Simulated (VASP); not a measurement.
Here is a VASP 6.6.1 calculation.

INCAR

```
PREC = Accurate
ENCUT = 520
EDIFF = 1E-6
ISMEAR = -1
SIGMA = 0.05
LREAL = F
LASPH = T
NELM = 150
ALGO = Normal
ISIF = 2
LWAVE = F
LCHARG = F
ISPIN = 2
MAGMOM = 2 0
LORBIT = 11
LMAXMIX = 4
GGA = PS
NBANDS = 18
```

Contents of KPOINTS:

```
regular mesh
0
Gamma
  11 11 11
```

POSCAR

```
CoO
1.0
    0.0000000000      2.1315000000      2.1315000000
    2.1315000000      0.0000000000      2.1315000000
    2.1315000000      2.1315000000      0.0000000000
Co O
1 1
Direct
    0.0000000000      0.0000000000      0.0000000000
    0.5000000000      0.5000000000      0.5000000000
```

Potentials or basis: VASP PAW PBE potentials, release 64 (Co, O).

Command:

```sh
$ cat potpaw_PBE.64/Co/POTCAR potpaw_PBE.64/O/POTCAR > POTCAR
$ mpirun -np 1 vasp_std > vasp.out
```

**Question.** Estimate the site moments.

**Answer.** Co +2.57; O +0.32 μB.

**Question.** What does it give for the pressure?

**Answer.** -11.7 GPa.

**Question.** Predict the net moment.

**Answer.** 2.93 μB per cell.

Caveat: the PAW data sets were made with another functional, which shifts forces and pressure a little; a cell with one magnetic atom can't hold antiferromagnetic order, which such compounds often take.
